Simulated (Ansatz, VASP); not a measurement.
## One calculation of InAs, two programs

The input INCAR:

```
SYSTEM = InAs
PREC     = Accurate       ! precision mode
ENCUT    = 520            ! plane-wave cutoff, eV
EDIFF    = 1E-7           ! SCF threshold, eV
ISMEAR   = 0              ! smearing method
SIGMA    = 0.02           ! smearing width, eV
LREAL    = .FALSE.        ! projectors in reciprocal space
LASPH    = .TRUE.         ! aspherical terms in the spheres
NELM     = 80             ! most SCF steps
ALGO     = Normal         ! electronic algorithm
ISIF     = 2              ! what is computed and relaxed
LWAVE    = .FALSE.        ! write WAVECAR
LCHARG   = .TRUE.         ! write CHGCAR
GGA      = PE             ! functional
LELF     = .TRUE.         ! ELF
LVHAR    = .TRUE.       
NBANDS   = 16             ! bands
```

File KPOINTS:

```
regular mesh
0
G
  8 8 8
  0 0 0
```

Contents of POSCAR:

```
InAs
1.0
    0.0000000000      3.0180000000      3.0180000000
    3.0180000000      0.0000000000      3.0180000000
    3.0180000000      3.0180000000      0.0000000000
In As
1 1
Direct
    0.0000000000      0.0000000000      0.0000000000
    0.7500000000      0.7500000000      0.7500000000
```

The input input.yaml:

```yaml
crystal:
  lattice:
    - [0.0, 3.018, 3.018]
    - [3.018, 0.0, 3.018]
    - [3.018, 3.018, 0.0]
  atoms:
    - { symbol: In, position: [0.0, 0.0, 0.0] }
    - { symbol: As, position: [0.75, 0.75, 0.75] }
kpoints:
  mp_grid: { grid: [8, 8, 8] }
scf:
  occupations: { method: gaussian, width: 0.02 }
hamiltonian:
  xc: pbe
  pseudopotentials: { kind: all_electron, lapw: { basis_error: 0.001 } }
output:
  forces: true
  stress: true
  eigenvalues: true
```

Alike in both runs: task single point; functional PBE; k mesh 8 × 8 × 8; occupations gaussian, width 0.02 eV; no spin polarisation.

|  | VASP | Ansatz |
| --- | --- | --- |
| version | VASP 6.6.1 | Ansatz 0.2.0 |
| potentials or method | VASP PAW PBE potentials, release 64 (In_d, As), cutoff 520 eV | all-electron LAPW, scalar-relativistic |

Ansatz gave:

| Item | Value |
| --- | --- |
| gap on the k mesh at the Fermi level (eV) | none |
| pressure (GPa) | 4.3 |

Question: Estimate VASP's values.

Answer: gap on the k mesh at the Fermi level (eV): none; pressure (GPa): 4.4.

A gap of «none» marks a metal or a gap that the smearing closes. Ansatz ran all-electron here, and VASP with PAW potentials.
